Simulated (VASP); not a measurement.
# BN (F-43m) in VASP: further runs

BN is run at these levels: LDA; tasks: electric field gradients.

All numbers are computed with VASP 6.6.1; they aren't measurements. Logs are shortened: lines on timing, memory, paths and dates and some standing lists are left out, and cuts for length are marked.

**1. The cell of the first run**

The structure is cubic, space group F-43m (No. 216). The conventional cell has a = 3.603 Å, b = 3.603 Å, c = 3.603 Å, α = 90.00°, β = 90.00°, γ = 90.00°. B (site symmetry -43m) has 4 N at 1.56 Å within 2.1 Å. Within 2.1 Å of N (site symmetry -43m) lie 4 B at 1.56 Å.

**2. Electric field gradients, LDA (volume scaled by 0.99)**

File INCAR:

```
PREC = Accurate
ENCUT = 520
EDIFF = 1E-8
ISMEAR = -1
SIGMA = 0.02
LREAL = F
LASPH = T
NELM = 60
ALGO = Normal
ISIF = 2
LWAVE = F
LCHARG = F
GGA = CA
LEFG = T
NBANDS = 11
```

File KPOINTS:

```
regular mesh
0
Gamma
  11 11 11
```

File POSCAR:

```
BN
1.0
    0.0000000000      1.8014548043      1.8014548043
    1.8014548043      0.0000000000      1.8014548043
    1.8014548043      1.8014548043      0.0000000000
B N
1 1
Direct
    0.0000000000      0.0000000000      0.0000000000
    0.7500000000      0.7500000000      0.7500000000
```

Potentials or basis: VASP PAW LDA potentials, release 64 (B, N).

Launch:

```console
$ cat potpaw_LDA.64/B/POTCAR potpaw_LDA.64/N/POTCAR > POTCAR
$ mpirun -np 1 vasp_std > vasp.out
```

OUTCAR:

```text
PREC = Accurate
   ENCUT = 520
   EDIFF = 1E-8
   ISMEAR = -1
   LREAL = F
   LASPH = T
   NELM = 60
   ISIF = 2
   GGA = CA

 ion  position               nearest neighbor table
   1  0.000  0.000  0.000-   2 1.56   2 1.56   2 1.56   2 1.56
   2  0.750  0.750  0.750-   1 1.56   1 1.56   1 1.56   1 1.56

  LATTYP: Found a face centered cubic cell.
 ALAT       =     3.6029096086

  Lattice vectors:

 A1 = (   0.0000000000,   1.8014548043,   1.8014548043)
 A2 = (   1.8014548043,   0.0000000000,   1.8014548043)
 A3 = (   1.8014548043,   1.8014548043,   0.0000000000)

Analysis of symmetry for initial positions (statically):
=====================================================================
 Subroutine PRICEL returns:
 Original cell was already a primitive cell.

 Routine SETGRP: Setting up the symmetry group for a
 face centered cubic supercell.

 Subroutine GETGRP returns: Found 24 space group operations
 (whereof 24 operations were pure point group operations)
 out of a pool of 48 trial point group operations.

The static configuration has the point symmetry T_d .

Analysis of symmetry for dynamics (positions and initial velocities):
=====================================================================
 Subroutine PRICEL returns:
 Original cell was already a primitive cell.

 Routine SETGRP: Setting up the symmetry group for a
 face centered cubic supercell.

 Subroutine GETGRP returns: Found 24 space group operations
 (whereof 24 operations were pure point group operations)
 out of a pool of 48 trial point group operations.

The dynamic configuration has the point symmetry T_d .

 Subroutine INISYM returns: Found 24 space group operations
 (whereof 24 operations are pure point group operations),
 and found     1 'primitive' translations

----------------------------------------------------------------------------------------

                                     Primitive cell

  volume of cell :      11.6923

  direct lattice vectors                    reciprocal lattice vectors
     0.000000000  1.801454804  1.801454804    -0.277553452  0.277553452  0.277553452
     1.801454804  0.000000000  1.801454804     0.277553452 -0.277553452  0.277553452
     1.801454804  1.801454804  0.000000000     0.277553452  0.277553452 -0.277553452

  length of vectors
     2.547641816  2.547641816  2.547641816     0.480736681  0.480736681  0.480736681

  position of ions in fractional coordinates (direct lattice)
     0.000000000  0.000000000  0.000000000
     0.750000000  0.750000000  0.750000000

  ion indices of the primitive-cell ions
   primitive index   ion index
                 1           1
                 2           2

----------------------------------------------------------------------------------------

 KPOINTS: regular mesh

Automatic generation of k-mesh.
 Grid dimensions read from file:
 generate k-points for:   11   11   11

 Generating k-lattice:

  Cartesian coordinates                     Fractional coordinates (reciprocal lattice)
    -0.025232132  0.025232132  0.025232132     0.090909091  0.000000000  0.000000000
     0.025232132 -0.025232132  0.025232132     0.000000000  0.090909091  0.000000000
     0.025232132  0.025232132 -0.025232132     0.000000000  0.000000000  0.090909091

  Length of vectors
     0.043703335  0.043703335  0.043703335

  Shift w.r.t. Gamma in fractional coordinates (k-lattice)
     0.000000000  0.000000000  0.000000000

 Subroutine IBZKPT returns following result:
 ===========================================

 Found     56 irreducible k-points:

 Following reciprocal coordinates:
            Coordinates               Weight
  0.000000  0.000000  0.000000      1.000000
  0.090909  0.000000  0.000000      8.000000
  0.181818  0.000000  0.000000      8.000000
  0.272727  0.000000  0.000000      8.000000
  0.363636  0.000000  0.000000      8.000000
  0.454545  0.000000  0.000000      8.000000
[... 16 lines left out ...]
 -0.272727  0.181818  0.000000     24.000000
 -0.181818  0.181818  0.000000     12.000000
 [... further k-points ...]
   k-points           NKPTS =     56   k-points in BZ     NKDIM =     56   number of bands    NBANDS=     11
   number of dos      NEDOS =    301   number of ions     NIONS =      2
   total plane-waves  NPLWV =   8000
   dimension x,y,z NGX =    20 NGY =   20 NGZ =   20
   dimension x,y,z NGXF=    40 NGYF=   40 NGZF=   40
   ions per type =               1   1
   NGX,Y,Z   is equivalent  to a cutoff of  13.05, 13.05, 13.05 a.u.
   NGXF,Y,Z  is equivalent  to a cutoff of  26.10, 26.10, 26.10 a.u.
 SYSTEM =  unknown system
   PREC   = accura    normal or accurate (medium, high low for compatibility)
   ISTART =      0    job   : 0-new  1-cont  2-samecut
   ICHARG =      2    charge: 1-file 2-atom 10-const
   ISPIN  =      1    spin polarized calculation?
   LNONCOLLINEAR =      F non collinear calculations
   LSORBIT =      F    spin-orbit coupling
   LASPH  =      T    aspherical Exc in radial PAW
   ENCUT  =  520.0 eV  38.22 Ry    6.18 a.u.   4.74  4.74  4.74*2*pi/ulx,y,z
   NELM   =     60;   NELMIN=  2; NELMDL= -5     # of ELM steps
   EDIFF  = 0.1E-07   stopping-criterion for ELM
   LREAL  =      F    real-space projection
   EDIFFG = 0.1E-06   stopping-criterion for IOM
   NSW    =      0    number of steps for IOM
   IBRION =     -1    ionic relax: 0-MD 1-quasi-New 2-CG
   NFREE  =      0    steps in history (QN), initial steepest desc. (CG)
   ISIF   =      2    stress and relaxation
   ISYM   =      2    0-nonsym 1-usesym 2-fastsym
   POTIM  = 0.5000    time-step for ionic-motion
   TEBEG  =    0.0;   TEEND  =   0.0 temperature during run
   PSTRESS=    0.0 pullay stress
   NELECT =       8.0000    total number of electrons
   NUPDOWN=      -1.0000    fix difference up-down
   EMIN   =  10.00;   EMAX   =-10.00  energy-range for DOS
   EFERMI =   0.00;   METHOD = LEGACY
   ISMEAR =    -1;   SIGMA  =   0.02  broadening in eV -4-tet -1-fermi 0-gaus
   EFERMI_NEDOS =   21; number of points for ismear=-14 and -15
   IALGO  =     38    algorithm
   IMIX   =      4    mixing-type and parameters
     AMIX     =   0.40;   BMIX     =  1.00
     AMIX_MAG =   1.60;   BMIX_MAG =  1.00
  volume/ion in A,a.u.               =       5.85        39.45
  Fermi-wavevector in a.u.,A,eV,Ry     =   1.442574  2.726070 28.313996  2.081020
  Thomas-Fermi vector in A             =   2.561079
   LORBIT       =      0    0 simple, 1 ext, 2 COOP (PROOUT), +10 PAW based schemes
   GGA     = CA    functional components
   LHFCALC =     F    Hartree Fock is set to
   AEXX    =    0.0000 exact exchange contribution
   IVDW    =     0    specifies the selected vdW correction
   LEPSILON=     F    determine dielectric tensor
   LRPA    =     F    only Hartree local field effects (RPA)
 non-spin polarized calculation
  energy-cutoff  :      520.00
  volume of cell :       11.69
 maximum number of plane-waves:       331
   NGX =  9   NGY =  9   NGZ =  9

 number of electron       7.9999999 magnetization

 Free energy of the ion-electron system (eV)
  ---------------------------------------------------
  ext. energy  EPLUGINS =         0.00000000
  ---------------------------------------------------
  free energy    TOTEN  =       -19.41043305 eV

  energy without entropy =      -19.41043305  energy(sigma->0) =      -19.41043305

 E-fermi :   7.8696     XC(G=0): -13.1531

 val. band max:        7.5154153622   @ k =   0.0000   0.0000   0.0000
 cond. band min:      11.9761895685   @ k =   0.4545   0.4545   0.0000
 fundamental gap:      4.4607742063
 Fermi energy:         7.8696353517

 k-point     1 :       0.0000    0.0000    0.0000
  band No.  band energies     occupation
      1     -12.6685      2.00000
      2       7.5154      2.00000
      3       7.5154      2.00000
      4       7.5154      2.00000
      5      16.2457      0.00000
      6      16.2457      0.00000
      7      16.2457      0.00000
      8      18.1190      0.00000
      9      32.1951      0.00000
     10      35.4266      0.00000
     11      35.4266      0.00000

 k-point     2 :       0.0909    0.0000    0.0000
  band No.  band energies     occupation
      1     -12.4650      2.00000
      2       6.4466      2.00000
      3       7.2985      2.00000
      4       7.2985      2.00000
      5      16.5265      0.00000
      6      16.5721      0.00000
      7      16.5721      0.00000
      8      18.7377      0.00000
      9      31.8690      0.00000
     10      32.8847      0.00000
     11      32.8847      0.00000

 k-point     3 :       0.1818    0.0000    0.0000
  band No.  band energies     occupation
      1     -11.8635      2.00000
      2       4.0608      2.00000
      3       6.7902      2.00000
      4       6.7902      2.00000
      5      16.9503      0.00000
      6      17.2910      0.00000
      7      17.2910      0.00000
      8      20.1298      0.00000
      9      31.1596      0.00000
     10      31.3274      0.00000
     11      31.3274      0.00000

 k-point     4 :       0.2727    0.0000    0.0000
  band No.  band energies     occupation
      1     -10.8969      2.00000
      2       1.3426      2.00000
      3       6.2381      2.00000
      4       6.2381      2.00000
      5      17.3454      0.00000
      6      17.8944      0.00000
      7      17.8944      0.00000
      8      21.4045      0.00000
      9      30.6388      0.00000
     10      31.1855      0.00000
     11      31.1855      0.00000
[... 239 lines left out ...]
 k-point    22 :      -0.3636    0.1818    0.0000
  band No.  band energies     occupation
      1      -8.2915      2.00000
      2      -1.8957      2.00000
      3       2.9106      2.00000
      4       5.0927      2.00000
      5      16.9206      0.00000
      6      19.6473      0.00000
      7      19.9655      0.00000
      8      22.9864      0.00000
      9      28.4847      0.00000
     10      31.3360      0.00000
     11      34.1855      0.00000

 k-point    23 :      -0.2727    0.1818    0.0000
  band No.  band energies     occupation
      1      -9.4595      2.00000
      2      -0.0046      2.00000
      3       2.9746      2.00000
      4       5.7698      2.00000
      5      17.6722      0.00000
      6      18.9301      0.00000
      7      19.4476      0.00000
      8      21.9379      0.00000
      9      29.3727      0.00000
     10      29.4335      0.00000
     11      34.2259      0.00000

 k-point    24 :      -0.1818    0.1818    0.0000
  band No.  band energies     occupation
      1     -10.5781      2.00000
      2       1.9666      2.00000
      3       3.7140      2.00000
      4       6.4558      2.00000
      5      18.0347      0.00000
      6      18.1785      0.00000
      7      18.5531      0.00000
      8      21.0780      0.00000
      9      28.7328      0.00000
     10      29.6382      0.00000
     11      34.3214      0.00000

 [... further k-points ...]
[... 5 lines left out ...]
  --------------------------------------------------------------------------------------
  -------------------------------------------------------------------------------------
  Total       -0.4633770     -0.4633770     -0.4633770     -0.0000000      0.0000000     -0.0000000
  in kB      -63.4957979    -63.4957979    -63.4957979     -0.0000000      0.0000000     -0.0000000
  external PRESSURE =     -63.4957979 kB  Pullay stress =       0.0000000 kB

 VOLUME and BASIS-vectors are now :
 -----------------------------------------------------------------------------
  energy-cutoff  :      520.00
  volume of cell :       11.69
      direct lattice vectors                 reciprocal lattice vectors
     0.000000000  1.801454804  1.801454804    -0.277553452  0.277553452  0.277553452
     1.801454804  0.000000000  1.801454804     0.277553452 -0.277553452  0.277553452
     1.801454804  1.801454804  0.000000000     0.277553452  0.277553452 -0.277553452

 POSITION                                       TOTAL-FORCE (eV/Angst)
 -----------------------------------------------------------------------------------
      0.00000      0.00000      0.00000         0.000000      0.000000      0.000000
      2.70218      2.70218      2.70218        -0.000000     -0.000000     -0.000000
 -----------------------------------------------------------------------------------
    total drift:                                0.000000      0.000000      0.000000

  FREE ENERGIE OF THE ION-ELECTRON SYSTEM (eV)
  ---------------------------------------------------
  free  energy   TOTEN  =       -19.4104330533 eV

  energy  without entropy=      -19.4104330533  energy(sigma->0) =      -19.41043305

 Electric field gradients (V/A^2)
---------------------------------------------------------------------
 ion       V_xx      V_yy      V_zz      V_xy      V_xz      V_yz
---------------------------------------------------------------------
   1      -0.000    -0.000     0.000     0.000     0.000     0.000
   2       0.000     0.000    -0.000    -0.000    -0.000    -0.000
---------------------------------------------------------------------

 Electric field gradients after diagonalization (V/A^2)
 (convention: |V_zz| > |V_xx| > |V_yy|)
----------------------------------------------------------------------
 ion       V_xx      V_yy      V_zz     asymmetry (V_yy - V_xx)/ V_zz
----------------------------------------------------------------------
   1      -0.000    -0.000     0.000       0.000
   2       0.000     0.000    -0.001       0.000
----------------------------------------------------------------------

           NMR quadrupolar parameters

 Cq : quadrupolar parameter    Cq=e*Q*V_zz/h
 eta: asymmetry parameters     (V_yy - V_xx)/ V_zz
 Q  : nuclear electric quadrupole moment in mb (millibarn)
----------------------------------------------------------------------
 ion       Cq(MHz)       eta       Q (mb)
----------------------------------------------------------------------
   1       0.000       0.000       1.000
   2      -0.000       0.000       1.000
----------------------------------------------------------------------
```

Wall time 3.2 s (1 thread of Intel Xeon 6975P-C (Granite Rapids), shared host); peak memory 0.11 GiB.

Results:

| Quantity | Value |
| --- | --- |
| Free energy | -19.4104 eV |
| Pressure | -6.3 GPa |
| Band gap on the k mesh | 4.46 eV, indirect (least direct gap 8.73 eV) |

Caveat: without QUAD_EFG the Cq values of the log hold for a quadrupole moment of 1 mb, not for the nuclei. A k mesh can miss the band edges.

(Part 1 of 2 ends here.)
